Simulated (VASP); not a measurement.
# Al (I4/mmm) in VASP: notebook

The runs below take Al through single point, with PBE.

All numbers are computed with VASP 6.6.1; they aren't measurements. Logs are shortened: lines on timing, memory, paths and dates and some standing lists are left out, and cuts for length are marked.

### Step 1. The cell of the first run

The structure is tetragonal, space group I4/mmm (No. 139). The conventional cell has a = 2.977 Å, b = 2.977 Å, c = 4.372 Å, α = 90.00°, β = 90.00°, γ = 90.00°. Al (site symmetry 4/mmm) has 12 Al at 2.98 to 3.03 Å within 3.9 Å.

### Step 2. Single point, PBE (strain +0.040 along x and y, +0.080 along z)

Contents of INCAR:

```
PREC = Accurate ; ENCUT = 520
EDIFF = 1E-6 ; ISMEAR = 0
SIGMA = 0.15 ; LREAL = F
LASPH = T ; NELM = 60
ALGO = Fast ; ISIF = 2
LWAVE = F ; LCHARG = F
GGA = PE ; NBANDS = 8
```

Contents of KPOINTS:

```
regular mesh
0
Gamma
  20 20 20
```

Contents of POSCAR:

```
Al
1.0
    0.0000000000      2.1049392000      2.1858984000
    2.1049392000      0.0000000000      2.1858984000
    2.1049392000      2.1049392000      0.0000000000
Al
1
Direct
    0.0000000000      0.0000000000      0.0000000000
```

Potentials or basis: VASP PAW PBE potentials, release 64 (Al).

On the command line:

```
$ cat potpaw_PBE.64/Al/POTCAR > POTCAR
$ mpirun -np 1 vasp_std > vasp.out
```

OUTCAR:

```text
PREC = Accurate
   ENCUT = 520
   EDIFF = 1E-6
   ISMEAR = 0
   LREAL = F
   LASPH = T
   NELM = 60
   ISIF = 2
   GGA = PE

 ion  position               nearest neighbor table
   1  0.000  0.000  0.000-

  LATTYP: Found a body centered tetragonal cell.
 ALAT       =     2.9768335646
 C/A-ratio  =     1.4686063917

  Lattice vectors:

 A1 = (  -2.1049392000,   0.0000000000,   2.1858984000)
 A2 = (   2.1049392000,   0.0000000000,   2.1858984000)
 A3 = (   0.0000000000,   2.1049392000,  -2.1858984000)

Analysis of symmetry for initial positions (statically):
=====================================================================
 Subroutine PRICEL returns:
 Original cell was already a primitive cell.

 Routine SETGRP: Setting up the symmetry group for a
 body centered tetragonal supercell.

 Subroutine GETGRP returns: Found 16 space group operations
 (whereof 16 operations were pure point group operations)
 out of a pool of 16 trial point group operations.

The static configuration has the point symmetry D_4h.

Analysis of symmetry for dynamics (positions and initial velocities):
=====================================================================
 Subroutine PRICEL returns:
 Original cell was already a primitive cell.

 Routine SETGRP: Setting up the symmetry group for a
 body centered tetragonal supercell.

 Subroutine GETGRP returns: Found 16 space group operations
 (whereof 16 operations were pure point group operations)
 out of a pool of 16 trial point group operations.

The dynamic configuration has the point symmetry D_4h.

 Subroutine INISYM returns: Found 16 space group operations
 (whereof 16 operations are pure point group operations),
 and found     1 'primitive' translations

----------------------------------------------------------------------------------------

                                     Primitive cell

  volume of cell :      19.3704

  direct lattice vectors                    reciprocal lattice vectors
     0.000000000  2.104939200  2.185898400    -0.237536552  0.237536552  0.228738902
     2.104939200  0.000000000  2.185898400     0.237536552 -0.237536552  0.228738902
     2.104939200  2.104939200  0.000000000     0.237536552  0.237536552 -0.228738902

  length of vectors
     3.034620380  3.034620380  2.976833565     0.406409538  0.406409538  0.406409538

  position of ions in fractional coordinates (direct lattice)
     0.000000000  0.000000000  0.000000000

  ion indices of the primitive-cell ions
   primitive index   ion index
                 1           1

----------------------------------------------------------------------------------------

 KPOINTS: regular mesh

Automatic generation of k-mesh.
 Grid dimensions read from file:
 generate k-points for:   20   20   20

 Generating k-lattice:

  Cartesian coordinates                     Fractional coordinates (reciprocal lattice)
    -0.011876828  0.011876828  0.011436945     0.050000000 -0.000000000  0.000000000
     0.011876828 -0.011876828  0.011436945    -0.000000000  0.050000000  0.000000000
     0.011876828  0.011876828 -0.011436945     0.000000000  0.000000000  0.050000000

  Length of vectors
     0.020320477  0.020320477  0.020320477

  Shift w.r.t. Gamma in fractional coordinates (k-lattice)
     0.000000000  0.000000000  0.000000000

 Subroutine IBZKPT returns following result:
 ===========================================

 Found    641 irreducible k-points:

 Following reciprocal coordinates:
            Coordinates               Weight
  0.000000  0.000000  0.000000      1.000000
  0.050000  0.000000  0.000000      8.000000
  0.100000  0.000000  0.000000      8.000000
  0.150000  0.000000  0.000000      8.000000
  0.200000  0.000000  0.000000      8.000000
  0.250000 -0.000000  0.000000      8.000000
[... 16 lines left out ...]
 -0.400000  0.050000  0.000000      8.000000
 -0.350000  0.050000  0.000000      8.000000
 [... further k-points ...]
   k-points           NKPTS =    641   k-points in BZ     NKDIM =    641   number of bands    NBANDS=      8
   number of dos      NEDOS =    301   number of ions     NIONS =      1
   total plane-waves  NPLWV =  13824
   dimension x,y,z NGX =    24 NGY =   24 NGZ =   24
   dimension x,y,z NGXF=    48 NGYF=   48 NGZF=   48
   ions per type =               1
   NGX,Y,Z   is equivalent  to a cutoff of  13.15, 13.15, 13.40 a.u.
   NGXF,Y,Z  is equivalent  to a cutoff of  26.30, 26.30, 26.81 a.u.
 SYSTEM =  unknown system
   PREC   = accura    normal or accurate (medium, high low for compatibility)
   ISTART =      0    job   : 0-new  1-cont  2-samecut
   ICHARG =      2    charge: 1-file 2-atom 10-const
   ISPIN  =      1    spin polarized calculation?
   LNONCOLLINEAR =      F non collinear calculations
   LSORBIT =      F    spin-orbit coupling
   LASPH  =      T    aspherical Exc in radial PAW
   ENCUT  =  520.0 eV  38.22 Ry    6.18 a.u.   5.64  5.64  5.53*2*pi/ulx,y,z
   NELM   =     60;   NELMIN=  2; NELMDL= -5     # of ELM steps
   EDIFF  = 0.1E-05   stopping-criterion for ELM
   LREAL  =      F    real-space projection
   EDIFFG = 0.1E-04   stopping-criterion for IOM
   NSW    =      0    number of steps for IOM
   IBRION =     -1    ionic relax: 0-MD 1-quasi-New 2-CG
   NFREE  =      0    steps in history (QN), initial steepest desc. (CG)
   ISIF   =      2    stress and relaxation
   ISYM   =      2    0-nonsym 1-usesym 2-fastsym
   POTIM  = 0.5000    time-step for ionic-motion
   TEBEG  =    0.0;   TEEND  =   0.0 temperature during run
   PSTRESS=    0.0 pullay stress
   NELECT =       3.0000    total number of electrons
   NUPDOWN=      -1.0000    fix difference up-down
   EMIN   =  10.00;   EMAX   =-10.00  energy-range for DOS
   EFERMI =   0.00;   METHOD = LEGACY
   ISMEAR =     0;   SIGMA  =   0.15  broadening in eV -4-tet -1-fermi 0-gaus
   EFERMI_NEDOS =   21; number of points for ismear=-14 and -15
   IALGO  =     68    algorithm
   IMIX   =      4    mixing-type and parameters
     AMIX     =   0.40;   BMIX     =  1.00
     AMIX_MAG =   1.60;   BMIX_MAG =  1.00
  volume/ion in A,a.u.               =      19.37       130.72
  Fermi-wavevector in a.u.,A,eV,Ry     =   0.879162  1.661375 10.516293  0.772926
  Thomas-Fermi vector in A             =   1.999348
   LORBIT       =      0    0 simple, 1 ext, 2 COOP (PROOUT), +10 PAW based schemes
   GGA     = PE    functional components
   LHFCALC =     F    Hartree Fock is set to
   AEXX    =    0.0000 exact exchange contribution
   IVDW    =     0    specifies the selected vdW correction
   LEPSILON=     F    determine dielectric tensor
   LRPA    =     F    only Hartree local field effects (RPA)
 non-spin polarized calculation
 RMM-DIIS sequential band-by-band and
 Gauss-broadening in eV      SIGMA  =   0.15
  energy-cutoff  :      520.00
  volume of cell :       19.37
 maximum number of plane-waves:       544
   NGX = 11   NGY = 11   NGZ = 11

 number of electron       3.0000000 magnetization

 Free energy of the ion-electron system (eV)
  ---------------------------------------------------
  ext. energy  EPLUGINS =         0.00000000
  ---------------------------------------------------
  free energy    TOTEN  =        -3.65672915 eV

  energy without entropy =       -3.65101414  energy(sigma->0) =       -3.65387165

 E-fermi :   6.4320     XC(G=0):  -9.6292

 val. band max:        6.4304314634   @ k =  -0.2500   0.4500   0.3000
 cond. band min:       6.4382294998   @ k =  -0.3000   0.0000   0.3000
 fundamental gap:      0.0077980363
 Fermi energy:         6.4319911347

 k-point     1 :       0.0000    0.0000    0.0000
  band No.  band energies     occupation
      1      -3.6477      2.00000
      2      17.9554      0.00000
      3      18.3364      0.00000
      4      18.3364      0.00000
      5      18.5382      0.00000
      6      18.5382      0.00000
      7      18.6134      0.00000
      8      21.7983      0.00000

 k-point     2 :       0.0500    0.0000    0.0000
  band No.  band energies     occupation
      1      -3.5866      2.00000
      2      16.7210      0.00000
      3      17.6368      0.00000
      4      17.8213      0.00000
      5      19.1143      0.00000
      6      19.1467      0.00000
      7      19.3938      0.00000
      8      22.4072      0.00000

 k-point     3 :       0.1000    0.0000    0.0000
  band No.  band energies     occupation
      1      -3.4035      2.00000
      2      14.9087      0.00000
      3      17.0686      0.00000
      4      17.3170      0.00000
      5      19.6034      0.00000
      6      19.8702      0.00000
      7      19.9167      0.00000
      8      22.3788      0.00000

 k-point     4 :       0.1500    0.0000    0.0000
  band No.  band energies     occupation
      1      -3.0987      2.00000
      2      13.0694      0.00000
      3      16.5939      0.00000
      4      16.9130      0.00000
      5      19.5478      0.00000
      6      20.2874      0.00000
      7      20.6674      0.00000
      8      22.0116      0.00000

 k-point     5 :       0.2000    0.0000    0.0000
  band No.  band energies     occupation
      1      -2.6730      2.00000
      2      11.2743      0.00000
      3      16.2181      0.00000
      4      16.6119      0.00000
      5      19.4266      0.00000
      6      19.8605      0.00000
      7      20.8873      0.00000
      8      22.6277      0.00000
[... 177 lines left out ...]
 k-point    22 :      -0.4500    0.0500    0.0000
  band No.  band energies     occupation
      1       1.6727      2.00000
      2       3.1801      2.00000
      3      14.5286      0.00000
      4      16.3525      0.00000
      5      17.3791      0.00000
      6      17.9980      0.00000
      7      20.1908      0.00000
      8      21.1524      0.00000

 k-point    23 :      -0.4000    0.0500    0.0000
  band No.  band energies     occupation
      1       0.6244      2.00000
      2       4.4766      2.00000
      3      14.3623      0.00000
      4      16.7379      0.00000
      5      17.8348      0.00000
      6      17.8521      0.00000
      7      20.1005      0.00000
      8      21.4173      0.00000

 k-point    24 :      -0.3500    0.0500    0.0000
  band No.  band energies     occupation
      1      -0.3140      2.00000
      2       5.8811      2.00000
      3      14.2994      0.00000
      4      17.0183      0.00000
      5      18.0167      0.00000
      6      18.3900      0.00000
      7      19.9627      0.00000
      8      21.9270      0.00000

 [... further k-points ...]

------------------------ aborting loop because EDIFF is reached ----------------------------------------

  FORCE on cell =-STRESS in cart. coord.  units (eV):
  Direction    XX          YY          ZZ          XY          YZ          ZX
  --------------------------------------------------------------------------------------
  -------------------------------------------------------------------------------------
  Total       -0.9829011     -0.9829011     -1.0976709      0.0000000      0.0000000      0.0000000
  in kB      -81.2982720    -81.2982720    -90.7911763      0.0000000      0.0000000      0.0000000
  external PRESSURE =     -84.4625734 kB  Pullay stress =       0.0000000 kB

 VOLUME and BASIS-vectors are now :
 -----------------------------------------------------------------------------
  energy-cutoff  :      520.00
  volume of cell :       19.37
      direct lattice vectors                 reciprocal lattice vectors
     0.000000000  2.104939200  2.185898400    -0.237536552  0.237536552  0.228738902
     2.104939200  0.000000000  2.185898400     0.237536552 -0.237536552  0.228738902
     2.104939200  2.104939200  0.000000000     0.237536552  0.237536552 -0.228738902

 POSITION                                       TOTAL-FORCE (eV/Angst)
 -----------------------------------------------------------------------------------
      0.00000      0.00000      0.00000         0.000000      0.000000      0.000000
 -----------------------------------------------------------------------------------
    total drift:                               -0.000000      0.000000     -0.000000

  FREE ENERGIE OF THE ION-ELECTRON SYSTEM (eV)
  ---------------------------------------------------
  free  energy   TOTEN  =        -3.6567291544 eV

  energy  without entropy=       -3.6510141358  energy(sigma->0) =       -3.65387165
```

Wall time 2 min (1 thread of AMD EPYC 9R45, shared host); peak memory 0.17 GiB.

Results:

```
Free energy : -3.6567 eV
Pressure    : -8.4 GPa
```

Stress tensor (GPa, compression positive):
```
-8.13  0.00  0.00
 0.00 -8.13  0.00
 0.00  0.00 -9.08
```

Levels at points of the mesh, in eV from the Fermi level:
```tsv
k point	band 1	band 2	band 3	band 4	band 5	band 6
(0.00, 0.00, 0.00)	-10.08	11.52	11.90	11.90	12.11	12.11
(0.50, 0.00, 0.00)	-4.18	-3.98	9.35	10.22	10.31	11.13
(0.50, 0.50, 0.00)	-2.84	-2.11	5.31	5.31	5.46	8.18
(0.50, 0.00, 0.50)	-2.39	-1.38	4.57	4.84	5.09	7.50
```

Caveat: the cell differs from its parent crystal (strain +0.040 along x and y, +0.080 along z).

### Step 3. Single point, PBE (strain +0.080 along x and y, +0.040 along z)

Contents of INCAR:

```
SYSTEM = Al
PREC = Accurate ; ENCUT = 520
EDIFF = 1E-6 ; ISMEAR = 0
SIGMA = 0.15 ; LREAL = .FALSE.
LASPH = .TRUE. ; NELM = 100
ALGO = Normal ; ISIF = 2
LWAVE = .FALSE. ; LCHARG = .FALSE.
GGA = PE ; NBANDS = 8
```

Contents of KPOINTS:

```
regular mesh
0
G
  20 20 20
  0 0 0
```

Contents of POSCAR:

```
Al
1.0
    0.0000000000      2.1858984000      2.1049392000
    2.1858984000      0.0000000000      2.1049392000
    2.1858984000      2.1858984000      0.0000000000
Al
1
Direct
    0.0000000000      0.0000000000      0.0000000000
```

Potentials or basis: VASP PAW PBE potentials, release 64 (Al).

On the command line:

```
$ cat potpaw_PBE.64/Al/POTCAR > POTCAR
$ mpirun -np 1 vasp_std > vasp.out
```

Wall time 2 min (1 thread of AMD EPYC 9R45, shared host); peak memory 0.17 GiB.

It converged, with:

| Quantity | Value |
| --- | --- |
| Free energy | -3.6160 eV |
| Pressure | -9.5 GPa |

Stress tensor (GPa, compression positive):
```
-9.77  0.00  0.00
 0.00 -9.77  0.00
 0.00  0.00 -9.02
```

Levels at points of the mesh, in eV from the Fermi level:
```
           k point  band 1  band 2  band 3  band 4
(0.00, 0.00, 0.00)   -9.84   11.47   11.47   11.64
(0.50, 0.00, 0.00)   -4.14   -3.83    9.09    9.79
(0.50, 0.50, 0.00)   -2.14   -1.16    4.36    4.36
(0.50, 0.00, 0.50)   -2.60   -1.88    4.83    5.09
```

Caveat: the cell differs from its parent crystal (strain +0.080 along x and y, +0.040 along z).
